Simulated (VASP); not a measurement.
# Hf (P6_3/mmc) in VASP: settings compared

Hf is run at these levels: RPBE+D4, revPBE+D4; tasks: single point, relaxation of cell and atoms.

All numbers are computed with VASP 6.6.1; they aren't measurements. Logs are shortened: lines on timing, memory, paths and dates and some standing lists are left out, and cuts for length are marked.

## Step 1: The cell of the first run

Symmetry: P6_3/mmc, No. 194, hexagonal system. The conventional cell has a = 3.211 Å, b = 3.211 Å, c = 5.067 Å, α = 90.00°, β = 90.00°, γ = 120.00°. Within 4.1 Å of Hf (site symmetry -6m2) lie 12 Hf at 3.14 to 3.21 Å.

## Step 2: Single point, RPBE+D4

Input file INCAR:

```
  ALGO = Normal
  EDIFF = 1E-7
  ENCUT = 520
  GGA = RP
  ISIF = 2
  ISMEAR = -1
  IVDW = 13
  LASPH = T
  LCHARG = F
  LREAL = F
  LWAVE = F
  NBANDS = 17
  NELM = 100
  PREC = Accurate
  SIGMA = 0.05
```

Input file KPOINTS:

```
k-points
0
Gamma
  10 10 5
```

Input file POSCAR:

```
Hf
1.0
    3.2109261046      0.0000000000      0.0000000000
   -1.6054630523      2.7807435763      0.0000000000
    0.0000000000      0.0000000000      5.0665623450
Hf
2
Direct
    0.6666666667      0.3333333333      0.7500000000
    0.3333333333      0.6666666667      0.2500000000
```

Potentials or basis: VASP PAW PBE potentials, release 64 (Hf_pv).

Command:

```console
cat potpaw_PBE.64/Hf_pv/POTCAR > POTCAR
mpirun -np 1 vasp_std > vasp.out
```

OUTCAR:

```text
EDIFF = 1E-7
   ENCUT = 520
   GGA = RP
   ISIF = 2
   ISMEAR = -1
   IVDW = 13
   LASPH = T
   LREAL = F
   NELM = 100
   PREC = Accurate

 ion  position               nearest neighbor table
   1  0.667  0.333  0.750-   2 3.14   2 3.14   2 3.14   2 3.14   2 3.14   2 3.14
   2  0.333  0.667  0.250-   1 3.14   1 3.14   1 3.14   1 3.14   1 3.14   1 3.14

  LATTYP: Found a hexagonal cell.
 ALAT       =     3.2109261046
 C/A-ratio  =     1.5779130942

  Lattice vectors:

 A1 = (   3.2109261046,   0.0000000000,   0.0000000000)
 A2 = (  -1.6054630523,   2.7807435763,   0.0000000000)
 A3 = (   0.0000000000,   0.0000000000,   5.0665623450)

Analysis of symmetry for initial positions (statically):
=====================================================================
 Subroutine PRICEL returns:
 Original cell was already a primitive cell.

 Routine SETGRP: Setting up the symmetry group for a
 hexagonal supercell.

 Subroutine GETGRP returns: Found 24 space group operations
 (whereof 12 operations were pure point group operations)
 out of a pool of 24 trial point group operations.

The static configuration has the point symmetry D_3d.
 The point group associated with its full space group is D_6h.

Analysis of symmetry for dynamics (positions and initial velocities):
=====================================================================
 Subroutine PRICEL returns:
 Original cell was already a primitive cell.

 Routine SETGRP: Setting up the symmetry group for a
 hexagonal supercell.

 Subroutine GETGRP returns: Found 24 space group operations
 (whereof 12 operations were pure point group operations)
 out of a pool of 24 trial point group operations.

The dynamic configuration has the point symmetry D_3d.
 The point group associated with its full space group is D_6h.

 Subroutine INISYM returns: Found 24 space group operations
 (whereof 12 operations are pure point group operations),
 and found     1 'primitive' translations

----------------------------------------------------------------------------------------

                                     Primitive cell

  volume of cell :      45.2381

  direct lattice vectors                    reciprocal lattice vectors
     3.210926105  0.000000000  0.000000000     0.311436628  0.179808021  0.000000000
    -1.605463052  2.780743576  0.000000000     0.000000000  0.359616042  0.000000000
     0.000000000  0.000000000  5.066562345     0.000000000  0.000000000  0.197372485

  length of vectors
     3.210926105  3.210926105  5.066562345     0.359616042  0.359616042  0.197372485

  position of ions in fractional coordinates (direct lattice)
     0.666666667  0.333333333  0.750000000
     0.333333333  0.666666667  0.250000000

  ion indices of the primitive-cell ions
   primitive index   ion index
                 1           1
                 2           2

----------------------------------------------------------------------------------------

 KPOINTS: k-points

Automatic generation of k-mesh.
 Grid dimensions read from file:
 generate k-points for:   10   10    5

 Generating k-lattice:

  Cartesian coordinates                     Fractional coordinates (reciprocal lattice)
     0.031143663  0.017980802  0.000000000     0.100000000  0.000000000  0.000000000
     0.000000000  0.035961604  0.000000000     0.000000000  0.100000000  0.000000000
     0.000000000  0.000000000  0.039474497     0.000000000  0.000000000  0.200000000

  Length of vectors
     0.035961604  0.035961604  0.039474497

  Shift w.r.t. Gamma in fractional coordinates (k-lattice)
     0.000000000  0.000000000  0.000000000

 Subroutine IBZKPT returns following result:
 ===========================================

 Found     42 irreducible k-points:

 Following reciprocal coordinates:
            Coordinates               Weight
  0.000000  0.000000  0.000000      1.000000
  0.100000 -0.000000  0.000000      6.000000
  0.200000 -0.000000  0.000000      6.000000
  0.300000 -0.000000  0.000000      6.000000
  0.400000  0.000000  0.000000      6.000000
  0.500000  0.000000  0.000000      3.000000
[... 16 lines left out ...]
  0.300000  0.100000  0.200000     24.000000
  0.400000  0.100000  0.200000     24.000000
 [... further k-points ...]
   k-points           NKPTS =     42   k-points in BZ     NKDIM =     42   number of bands    NBANDS=     17
   number of dos      NEDOS =    301   number of ions     NIONS =      2
   total plane-waves  NPLWV =  23040
   dimension x,y,z NGX =    24 NGY =   24 NGZ =   40
   dimension x,y,z NGXF=    48 NGYF=   48 NGZF=   80
   ions per type =               2
   NGX,Y,Z   is equivalent  to a cutoff of  12.43, 12.43, 13.12 a.u.
   NGXF,Y,Z  is equivalent  to a cutoff of  24.85, 24.85, 26.25 a.u.
 SYSTEM =  unknown system
   PREC   = accura    normal or accurate (medium, high low for compatibility)
   ISTART =      0    job   : 0-new  1-cont  2-samecut
   ICHARG =      2    charge: 1-file 2-atom 10-const
   ISPIN  =      1    spin polarized calculation?
   LNONCOLLINEAR =      F non collinear calculations
   LSORBIT =      F    spin-orbit coupling
   LASPH  =      T    aspherical Exc in radial PAW
   ENCUT  =  520.0 eV  38.22 Ry    6.18 a.u.   5.97  5.97  9.42*2*pi/ulx,y,z
   NELM   =    100;   NELMIN=  2; NELMDL= -5     # of ELM steps
   EDIFF  = 0.1E-06   stopping-criterion for ELM
   LREAL  =      F    real-space projection
   EDIFFG = 0.1E-05   stopping-criterion for IOM
   NSW    =      0    number of steps for IOM
   IBRION =     -1    ionic relax: 0-MD 1-quasi-New 2-CG
   NFREE  =      0    steps in history (QN), initial steepest desc. (CG)
   ISIF   =      2    stress and relaxation
   ISYM   =      2    0-nonsym 1-usesym 2-fastsym
   POTIM  = 0.5000    time-step for ionic-motion
   TEBEG  =    0.0;   TEEND  =   0.0 temperature during run
   PSTRESS=    0.0 pullay stress
   NELECT =      20.0000    total number of electrons
   NUPDOWN=      -1.0000    fix difference up-down
   EMIN   =  10.00;   EMAX   =-10.00  energy-range for DOS
   EFERMI =   0.00;   METHOD = LEGACY
   ISMEAR =    -1;   SIGMA  =   0.05  broadening in eV -4-tet -1-fermi 0-gaus
   EFERMI_NEDOS =   21; number of points for ismear=-14 and -15
   IALGO  =     38    algorithm
   IMIX   =      4    mixing-type and parameters
     AMIX     =   0.40;   BMIX     =  1.00
     AMIX_MAG =   1.60;   BMIX_MAG =  1.00
  volume/ion in A,a.u.               =      22.62       152.64
  Fermi-wavevector in a.u.,A,eV,Ry     =   1.247144  2.356760 21.162070  1.555368
  Thomas-Fermi vector in A             =   2.381290
   LORBIT       =      0    0 simple, 1 ext, 2 COOP (PROOUT), +10 PAW based schemes
   GGA     = RP    functional components
   LHFCALC =     F    Hartree Fock is set to
   AEXX    =    0.0000 exact exchange contribution
   IVDW    =    13    specifies the selected vdW correction
   LEPSILON=     F    determine dielectric tensor
   LRPA    =     F    only Hartree local field effects (RPA)
 non-spin polarized calculation
  energy-cutoff  :      520.00
  volume of cell :       45.24
 maximum number of plane-waves:      1244
 NGX is ok and might be reduce to    24
   NGX = 11   NGY = 11   NGZ = 19

 number of electron      20.0000005 magnetization

 Free energy of the ion-electron system (eV)
  ---------------------------------------------------
  ext. energy  EPLUGINS =         0.00000000
  ---------------------------------------------------
  free energy    TOTEN  =       -19.01245298 eV

  energy without entropy =      -19.00098059  energy(sigma->0) =      -19.00671679

 E-fermi :   4.9433     XC(G=0): -11.1687

 val. band max:        4.9195082034   @ k =   0.0000   0.0000   0.4000
 cond. band min:       4.9482965489   @ k =   0.1000   0.1000   0.4000
 fundamental gap:      0.0287883454
 Fermi energy:         4.9432617865

 k-point     1 :       0.0000    0.0000    0.0000
  band No.  band energies     occupation
      1     -26.1749      2.00000
      2     -25.4600      2.00000
      3     -25.4600      2.00000
      4     -25.3405      2.00000
      5     -25.3357      2.00000
      6     -25.3357      2.00000
[... 9 lines left out ...]
     16       7.5713      0.00000
     17      10.2426      0.00000

 k-point     2 :       0.1000   -0.0000    0.0000
  band No.  band energies     occupation
      1     -26.1503      2.00000
      2     -25.5114      2.00000
      3     -25.4773      2.00000
      4     -25.3899      2.00000
      5     -25.3521      2.00000
      6     -25.3426      2.00000
[... 9 lines left out ...]
     16       7.3007      0.00000
     17      10.4603      0.00000

 k-point     3 :       0.2000   -0.0000    0.0000
  band No.  band energies     occupation
      1     -26.0811      2.00000
      2     -25.6463      2.00000
      3     -25.5270      2.00000
      4     -25.5208      2.00000
      5     -25.3870      2.00000
      6     -25.3623      2.00000
[... 9 lines left out ...]
     16       7.9870      0.00000
     17      10.8579      0.00000

 k-point     4 :       0.3000   -0.0000    0.0000
  band No.  band energies     occupation
      1     -25.9816      2.00000
      2     -25.8132      2.00000
      3     -25.6876      2.00000
      4     -25.5720      2.00000
      5     -25.4439      2.00000
      6     -25.3887      2.00000
[... 9 lines left out ...]
     16       9.1309      0.00000
     17      11.1638      0.00000
[... 343 lines left out ...]
      1     -26.0007      2.00000
      2     -25.7175      2.00000
      3     -25.6665      2.00000
      4     -25.5466      2.00000
      5     -25.4266      2.00000
      6     -25.4087      2.00000
[... 9 lines left out ...]
     16       8.9411      0.00000
     17      10.7285      0.00000

 k-point    23 :       0.3000    0.1000    0.2000
  band No.  band energies     occupation
      1     -25.9888      2.00000
      2     -25.8450      2.00000
      3     -25.7339      2.00000
      4     -25.6006      2.00000
      5     -25.4794      2.00000
      6     -25.4387      2.00000
[... 9 lines left out ...]
     16       9.8225      0.00000
     17      11.0220      0.00000

 k-point    24 :       0.4000    0.1000    0.2000
  band No.  band energies     occupation
      1     -26.0301      2.00000
      2     -25.9068      2.00000
      3     -25.7346      2.00000
      4     -25.6201      2.00000
      5     -25.5293      2.00000
      6     -25.4598      2.00000
[... 9 lines left out ...]
     16      10.8271      0.00000
     17      11.6188      0.00000

 [... further k-points ...]

------------------------ aborting loop because EDIFF is reached ----------------------------------------

  DFT-D4 for vdW energy calculation

  Edisp (eV):   -0.64833

  FORCE on cell =-STRESS in cart. coord.  units (eV):
  Direction    XX          YY          ZZ          XY          YZ          ZX
  --------------------------------------------------------------------------------------
  -------------------------------------------------------------------------------------
  Total      -0.13687    -0.13687    -0.17208     0.00000     0.00000     0.00000
  in kB      -4.84735    -4.84735    -6.09432     0.00000     0.00000     0.00000
  external pressure =       -5.26 kB  Pullay stress =        0.00 kB

 VOLUME and BASIS-vectors are now :
 -----------------------------------------------------------------------------
  energy-cutoff  :      520.00
  volume of cell :       45.24
      direct lattice vectors                 reciprocal lattice vectors
     3.210926105  0.000000000  0.000000000     0.311436628  0.179808021  0.000000000
    -1.605463052  2.780743576  0.000000000     0.000000000  0.359616042  0.000000000
     0.000000000  0.000000000  5.066562345     0.000000000  0.000000000  0.197372485

 POSITION                                       TOTAL-FORCE (eV/Angst)
 -----------------------------------------------------------------------------------
      1.60546      0.92691      3.79992        -0.000000      0.000000      0.000000
     -0.00000      1.85383      1.26664         0.000000     -0.000000      0.000000
 -----------------------------------------------------------------------------------
    total drift:                               -0.000000      0.000000     -0.000000

  FREE ENERGIE OF THE ION-ELECTRON SYSTEM (eV)
  ---------------------------------------------------
  free  energy   TOTEN  =       -19.6607792999 eV

  energy  without entropy=      -19.6493069062  energy(sigma->0) =      -19.65504310
```

It took 47 s on 1 thread of AMD EPYC 7R43 (Zen 3), shared host; peak memory 0.13 GiB.

What came out:

* Free energy: -19.6608 eV
* Pressure: -0.5 GPa
* Band gap on the k mesh: zero (band 10 reaches 6.14 eV, above the bottom of band 11 at 4.63 eV)
* Dispersion energy per atom: -0.324 eV

Levels at points of the mesh, in eV from the Fermi level:
```tsv
k point	band 8	band 9	band 10	band 11	band 12	band 13
(0.00, 0.00, 0.00)	-3.66	0.59	1.20	1.20	1.50	2.02
(0.50, 0.00, 0.00)	-2.70	-2.18	-0.85	0.81	0.88	1.70
```

Caveat: the PAW data sets were made with another functional, which shifts forces and pressure a little; spin-orbit coupling is left out, which moves the levels of the heavy elements; pairwise dispersion overbinds metals, which lowers pressure and volume.

## Step 3: Relaxation of cell and atoms, revPBE+D4

This run uses another cell than the first one, of 22.38 Å³/atom, 0.989 times its volume.

Input file INCAR:

```
SYSTEM = Hf
PREC = Accurate
ENCUT = 600
EDIFF = 1E-6
ISMEAR = -1
SIGMA = 0.05
LREAL = .FALSE.
LASPH = .TRUE.
NELM = 60
ALGO = Normal
ISIF = 3
LWAVE = .FALSE.
LCHARG = .FALSE.
GGA = RE
IVDW = 13
IBRION = 2
NSW = 80
EDIFFG = -0.02
```

Input file KPOINTS:

```
Automatic mesh
0
G
  10 10 5
  0 0 0
```

Input file POSCAR:

```
Hf
1.0
    3.1967000000      0.0000000000      0.0000000000
   -1.5983500000      2.7684234083      0.0000000000
    0.0000000000      0.0000000000      5.0578000000
Hf
2
Direct
    0.6666666667      0.3333333333      0.7500000000
    0.3333333333      0.6666666667      0.2500000000
```

Potentials or basis: VASP PAW PBE potentials, release 64 (Hf_pv).

Command:

```console
cat potpaw_PBE.64/Hf_pv/POTCAR > POTCAR
mpirun -np 1 vasp_std > vasp.out
```

Wall time 2.1 min (1 thread of AMD EPYC 7R43 (Zen 3), shared host); peak memory 0.16 GiB.

It converged, with:

```
Free energy                            : -19.7075 eV
Relaxed volume                         : 22.43 Å³/atom
Relaxed cell                           : a = 3.203 Å, b = 3.203 Å, c = 5.050 Å, α = 90.00°, β = 90.00°, γ = 120.00°
Space group after relaxing (to 0.05 Å) : P6_3/mmc (No. 194)
Energy gained by relaxing              : 0.1 meV/atom
Ionic steps                            : 4
Pressure after relaxing                : 0.0 GPa
Band gap on the k mesh                 : zero (band 10 reaches 6.17 eV, above the bottom of band 11 at 4.66 eV)
Dispersion energy per atom             : -0.267 eV
```

Step by step:
| step | energy change (eV) | largest force (eV/Å) | pressure (GPa) | volume (Å³) |
| --- | --- | --- | --- | --- |
| 1 | 0.0000 | 0.0000 | 0.26 | 44.76 |
| 2 | -0.0001 | 0.0000 | -0.29 | 45.00 |
| 3 | -0.0002 | 0.0000 | -0.08 | 44.90 |
| 4 | -0.0002 | 0.0000 | 0.01 | 44.87 |

Final structure:
```cif
data_structure
_symmetry_space_group_name_H-M 'P 1'
_symmetry_Int_Tables_number 1
_cell_length_a 3.2030
_cell_length_b 3.2030
_cell_length_c 5.0501
_cell_angle_alpha 90.000
_cell_angle_beta 90.000
_cell_angle_gamma 120.000
_cell_volume 44.87
loop_
_atom_site_label
_atom_site_type_symbol
_atom_site_fract_x
_atom_site_fract_y
_atom_site_fract_z
_atom_site_occupancy
Hf1 Hf 0.66667 0.33333 0.75000 1
Hf2 Hf 0.33333 0.66667 0.25000 1
```

Levels at points of the mesh, in eV from the Fermi level:
```
           k point  band 6  band 7  band 8  band 9  band 10  band 11  band 12  band 13  band 14
(0.00, 0.00, 0.00)  -30.23   -7.36   -3.68    0.64     1.20     1.20     1.51     2.03     2.03
(0.50, 0.00, 0.00)  -30.32   -3.34   -2.72   -2.20    -0.83     0.80     0.90     1.72     5.87
```

Caveat: the PAW data sets were made with another functional, which shifts forces and pressure a little; spin-orbit coupling is left out, which moves the levels of the heavy elements; pairwise dispersion overbinds metals, which lowers pressure and volume.
